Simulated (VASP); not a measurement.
# Hf (I4/mmm) in VASP: further runs

The runs below take Hf through single point, with r2SCAN.

All numbers are computed with VASP 6.6.1; they aren't measurements. Logs are shortened: lines on timing, memory, paths and dates and some standing lists are left out, and cuts for length are marked.

### Step 1. The cell of the first run

Symmetry: I4/mmm, No. 139, tetragonal system. The conventional cell has a = 3.014 Å, b = 3.014 Å, c = 4.085 Å, α = 90.00°, β = 90.00°, γ = 90.00°. Within 3.9 Å of Hf (site symmetry 4/mmm) lie 12 Hf at 2.95 to 3.01 Å.

### Step 2. Single point, r2SCAN (strain -0.040 along x and y, -0.080 along z)

POSCAR reads:

```
Hf
1.0
    0.0000000000      2.1312000000      2.0424000000
    2.1312000000      0.0000000000      2.0424000000
    2.1312000000      2.1312000000      0.0000000000
Hf
1
Direct
    0.0000000000      0.0000000000      0.0000000000
```

INCAR.step1 reads:

```
  ALGO = Normal
  EDIFF = 1E-4
  ENCUT = 520
  GGA = PE
  ISMEAR = 0
  LASPH = T
  LCHARG = F
  LREAL = F
  LWAVE = T
  NBANDS = 11
  NELM = 100
  PREC = Accurate
  SIGMA = 0.15
```

INCAR.step2 reads:

```
  ALGO = Normal
  EDIFF = 1E-6
  ENCUT = 520
  ISIF = 2
  ISMEAR = 0
  ISTART = 1
  LASPH = T
  LCHARG = F
  LMIXTAU = T
  LREAL = F
  LWAVE = F
  METAGGA = R2SCAN
  NBANDS = 11
  NELM = 100
  PREC = Accurate
  SIGMA = 0.15
```

KPOINTS reads:

```
k-points
0
Gamma
  18 18 18
```

Potentials or basis: VASP PAW PBE potentials, release 64 (Hf_pv).

Run with:

```console
$ cat potpaw_PBE.64/Hf_pv/POTCAR > POTCAR
$ cp INCAR.step1 INCAR
$ mpirun -np 1 vasp_std > vasp.out
$ cp INCAR.step2 INCAR
$ mpirun -np 1 vasp_std > vasp.out
```

OUTCAR:

```text
EDIFF = 1E-6
   ENCUT = 520
   ISIF = 2
   ISMEAR = 0
   ISTART = 1
   LASPH = T
   LREAL = F
   METAGGA = R2SCAN
   NELM = 100
   PREC = Accurate

 ion  position               nearest neighbor table
   1  0.000  0.000  0.000-

  LATTYP: Found a body centered tetragonal cell.
 ALAT       =     3.0139719441
 C/A-ratio  =     1.3552879973

  Lattice vectors:

 A1 = (   0.0000000000,  -2.1312000000,  -2.0424000000)
 A2 = (   0.0000000000,   2.1312000000,  -2.0424000000)
 A3 = (   2.1312000000,   0.0000000000,   2.0424000000)

Analysis of symmetry for initial positions (statically):
=====================================================================
 Subroutine PRICEL returns:
 Original cell was already a primitive cell.

 Routine SETGRP: Setting up the symmetry group for a
 body centered tetragonal supercell.

 Subroutine GETGRP returns: Found 16 space group operations
 (whereof 16 operations were pure point group operations)
 out of a pool of 16 trial point group operations.

The static configuration has the point symmetry D_4h.

Analysis of symmetry for dynamics (positions and initial velocities):
=====================================================================
 Subroutine PRICEL returns:
 Original cell was already a primitive cell.

 Routine SETGRP: Setting up the symmetry group for a
 body centered tetragonal supercell.

 Subroutine GETGRP returns: Found 16 space group operations
 (whereof 16 operations were pure point group operations)
 out of a pool of 16 trial point group operations.

The dynamic configuration has the point symmetry D_4h.

 Subroutine INISYM returns: Found 16 space group operations
 (whereof 16 operations are pure point group operations),
 and found     1 'primitive' translations

----------------------------------------------------------------------------------------

                                     Primitive cell

  volume of cell :      18.5532

  direct lattice vectors                    reciprocal lattice vectors
     0.000000000  2.131200000  2.042400000    -0.234609610  0.234609610  0.244810027
     2.131200000  0.000000000  2.042400000     0.234609610 -0.234609610  0.244810027
     2.131200000  2.131200000  0.000000000     0.234609610  0.234609610 -0.244810027

  length of vectors
     2.951848777  2.951848777  3.013971944     0.412329101  0.412329101  0.412329101

  position of ions in fractional coordinates (direct lattice)
     0.000000000  0.000000000  0.000000000

  ion indices of the primitive-cell ions
[... 81 lines left out ...]
   ISYM   =      2    0-nonsym 1-usesym 2-fastsym
   POTIM  = 0.5000    time-step for ionic-motion
   TEBEG  =    0.0;   TEEND  =   0.0 temperature during run
   PSTRESS=    0.0 pullay stress
   NELECT =      10.0000    total number of electrons
   NUPDOWN=      -1.0000    fix difference up-down
   EMIN   =  10.00;   EMAX   =-10.00  energy-range for DOS
   EFERMI =   0.00;   METHOD = LEGACY
   ISMEAR =     0;   SIGMA  =   0.15  broadening in eV -4-tet -1-fermi 0-gaus
   EFERMI_NEDOS =   21; number of points for ismear=-14 and -15
   IALGO  =     38    algorithm
   IMIX   =      4    mixing-type and parameters
     AMIX     =   0.40;   BMIX     =  1.00
     AMIX_MAG =   1.60;   BMIX_MAG =  1.00
  volume/ion in A,a.u.               =      18.55       125.20
  Fermi-wavevector in a.u.,A,eV,Ry     =   1.332299  2.517680 24.150628  1.775021
  Thomas-Fermi vector in A             =   2.461245
   LORBIT       =      0    0 simple, 1 ext, 2 COOP (PROOUT), +10 PAW based schemes
   METAGGA = R2SCAN    functional components
   LHFCALC =     F    Hartree Fock is set to
   AEXX    =    0.0000 exact exchange contribution
   IVDW    =     0    specifies the selected vdW correction
   LEPSILON=     F    determine dielectric tensor
   LRPA    =     F    only Hartree local field effects (RPA)
 non-spin polarized calculation
 Gauss-broadening in eV      SIGMA  =   0.15
  energy-cutoff  :      520.00
  volume of cell :       18.55
 maximum number of plane-waves:       523
 NGX is ok and might be reduce to    24
   NGX = 11   NGY = 11   NGZ = 11

 number of electron      10.0000002 magnetization

 Free energy of the ion-electron system (eV)
  ---------------------------------------------------
  ext. energy  EPLUGINS =         0.00000000
  ---------------------------------------------------
  free energy    TOTEN  =       -44.79948549 eV

  energy without entropy =      -44.78740904  energy(sigma->0) =      -44.79344726

 E-fermi :   6.0100     XC(G=0): -13.1526

 val. band max:        6.0046089591   @ k =  -0.2222   0.0000   0.0556
 cond. band min:       6.0106131056   @ k =  -0.2778   0.2778   0.1111
 fundamental gap:      0.0060041465
 Fermi energy:         6.0100309601

 k-point     1 :       0.0000    0.0000    0.0000
  band No.  band energies     occupation
      1     -24.4101      2.00000
      2     -24.4101      2.00000
      3     -24.4072      2.00000
      4      -2.1461      2.00000
      5       7.4774      0.00000
      6       7.4774      0.00000
      7       8.0296      0.00000
      8      10.9178      0.00000
      9      11.7734      0.00000
     10      18.4853      0.00000
     11      18.6152      0.00000
[... 309 lines left out ...]
 k-point    24 :      -0.2222    0.0556    0.0000
  band No.  band energies     occupation
      1     -25.1646      2.00000
      2     -24.5386      2.00000
      3     -24.5065      2.00000
      4       0.1390      2.00000
      5       6.0503      0.70451
      6       7.9637      0.00000
      7       8.2605      0.00000
      8      10.4437      0.00000
      9      11.8952      0.00000
     10      18.6152      0.00000
     11      19.5471      0.00000

 [... further k-points ...]

------------------------ aborting loop because EDIFF is reached ----------------------------------------

  FORCE on cell =-STRESS in cart. coord.  units (eV):
  Direction    XX          YY          ZZ          XY          YZ          ZX
  --------------------------------------------------------------------------------------
  -------------------------------------------------------------------------------------
  Total        2.9054658      2.9054658      3.1823408      0.0000000     -0.0000000     -0.0000000
  in kB      250.9037395    250.9037395    274.8134927      0.0000000     -0.0000000     -0.0000000
  external PRESSURE =     258.8736573 kB  Pullay stress =       0.0000000 kB

 VOLUME and BASIS-vectors are now :
 -----------------------------------------------------------------------------
  energy-cutoff  :      520.00
  volume of cell :       18.55
      direct lattice vectors                 reciprocal lattice vectors
     0.000000000  2.131200000  2.042400000    -0.234609610  0.234609610  0.244810027
     2.131200000  0.000000000  2.042400000     0.234609610 -0.234609610  0.244810027
     2.131200000  2.131200000  0.000000000     0.234609610  0.234609610 -0.244810027

 POSITION                                       TOTAL-FORCE (eV/Angst)
 -----------------------------------------------------------------------------------
      0.00000      0.00000      0.00000         0.000000     -0.000000     -0.000000
 -----------------------------------------------------------------------------------
    total drift:                               -0.000000      0.000000     -0.000000

  FREE ENERGIE OF THE ION-ELECTRON SYSTEM (eV)
  ---------------------------------------------------
  free  energy   TOTEN  =       -44.7994854866 eV

  energy  without entropy=      -44.7874090417  energy(sigma->0) =      -44.79344726
```

Wall time 4.9 min (1 thread of Intel Xeon 8259CL, shared host); peak memory 0.23 GiB.

What came out:

| Property | Result |
| --- | --- |
| Free energy | -44.7995 eV |
| Pressure | 25.9 GPa |
| Band gap on the k mesh | zero (bands 5 and 6 overlap by 2.45 eV) |

Stress tensor (GPa, compression positive):
```
25.09  0.00  0.00
 0.00 25.09  0.00
 0.00  0.00 27.48
```

Levels at points of the mesh, in eV from the Fermi level:
| k point | band 1 | band 2 | band 3 | band 4 | band 5 | band 6 | band 7 | band 8 | band 9 | band 10 |
| --- | --- | --- | --- | --- | --- | --- | --- | --- | --- | --- |
| (0.00, 0.00, 0.00) | -30.42 | -30.42 | -30.42 | -8.16 | 1.47 | 1.47 | 2.02 | 4.91 | 5.76 | 12.48 |
| (0.50, 0.00, 0.00) | -31.96 | -30.66 | -30.57 | -4.35 | 1.00 | 1.19 | 1.70 | 7.83 | 8.26 | 12.10 |
| (0.50, 0.50, 0.00) | -31.85 | -31.03 | -31.03 | -4.25 | -3.12 | 4.29 | 8.10 | 8.83 | 8.83 | 11.80 |
| (0.50, 0.00, 0.50) | -31.86 | -30.98 | -30.87 | -4.28 | -2.91 | 3.43 | 8.10 | 8.50 | 9.16 | 12.01 |

Caveat: the cell differs from its parent crystal (strain -0.040 along x and y, -0.080 along z); the cell stands under pressure; the PAW data sets were made with another functional, which shifts forces and pressure a little; spin-orbit coupling is left out, which moves the levels of the heavy elements.

### Step 3. Single point, r2SCAN (strain -0.080 along x and y, +0.040 along z)

POSCAR reads:

```
Hf
1.0
    0.0000000000      2.0424000000      2.3088000000
    2.0424000000      0.0000000000      2.3088000000
    2.0424000000      2.0424000000      0.0000000000
Hf
1
Direct
    0.0000000000      0.0000000000      0.0000000000
```

INCAR.step1 reads:

```
SYSTEM = Hf
ALGO     = Normal         ! electronic algorithm
EDIFF    = 1E-4           ! SCF threshold, eV
ENCUT    = 520            ! plane-wave cutoff, eV
GGA      = PE             ! functional
ISMEAR   = 0              ! smearing method
LASPH    = .TRUE.         ! aspherical terms in the spheres
LCHARG   = .FALSE.        ! write CHGCAR
LREAL    = .FALSE.        ! projectors in reciprocal space
LWAVE    = .TRUE.         ! write WAVECAR
NBANDS   = 11             ! bands
NELM     = 100            ! most SCF steps
PREC     = Accurate       ! precision mode
SIGMA    = 0.15           ! smearing width, eV
```

INCAR.step2 reads:

```
SYSTEM = Hf
ALGO     = Normal         ! electronic algorithm
EDIFF    = 1E-7           ! SCF threshold, eV
ENCUT    = 520            ! plane-wave cutoff, eV
ISIF     = 2              ! what is computed and relaxed
ISMEAR   = 0              ! smearing method
ISTART   = 1            
LASPH    = .TRUE.         ! aspherical terms in the spheres
LCHARG   = .FALSE.        ! write CHGCAR
LMIXTAU  = .TRUE.       
LREAL    = .FALSE.        ! projectors in reciprocal space
LWAVE    = .FALSE.        ! write WAVECAR
METAGGA  = R2SCAN         ! meta-GGA
NBANDS   = 11             ! bands
NELM     = 100            ! most SCF steps
PREC     = Accurate       ! precision mode
SIGMA    = 0.15           ! smearing width, eV
```

KPOINTS reads:

```
k-points
0
G
  18 18 18
  0 0 0
```

Potentials or basis: VASP PAW PBE potentials, release 64 (Hf_pv).

Run with:

```console
$ cat potpaw_PBE.64/Hf_pv/POTCAR > POTCAR
$ cp INCAR.step1 INCAR
$ mpirun -np 1 vasp_std > vasp.out
$ cp INCAR.step2 INCAR
$ mpirun -np 1 vasp_std > vasp.out
```

Wall time 5 min (1 thread of Intel Xeon 8259CL, shared host); peak memory 0.23 GiB.

It converged, with:

* Free energy: -44.8699 eV
* Pressure: 19.2 GPa
* Band gap on the k mesh: zero (bands 5 and 6 overlap by 2.09 eV)

Stress tensor (GPa, compression positive):
```
21.35  0.00  0.00
 0.00 21.35  0.00
 0.00  0.00 14.82
```

Levels at points of the mesh, in eV from the Fermi level:
| k point | band 3 | band 4 | band 5 | band 6 | band 7 | band 8 |
| --- | --- | --- | --- | --- | --- | --- |
| (0.00, 0.00, 0.00) | -30.51 | -7.98 | 0.66 | 2.39 | 2.39 | 3.73 |
| (0.50, 0.00, 0.00) | -30.57 | -4.15 | 0.58 | 1.08 | 2.36 | 7.35 |
| (0.50, 0.50, 0.00) | -30.83 | -4.09 | -2.45 | 1.98 | 8.11 | 8.48 |
| (0.50, 0.00, 0.50) | -30.90 | -3.99 | -2.77 | 4.29 | 7.35 | 7.37 |

Caveat: the cell differs from its parent crystal (strain -0.080 along x and y, +0.040 along z); the cell stands under pressure; the PAW data sets were made with another functional, which shifts forces and pressure a little; spin-orbit coupling is left out, which moves the levels of the heavy elements.

(Continued in part 2 of 2.)
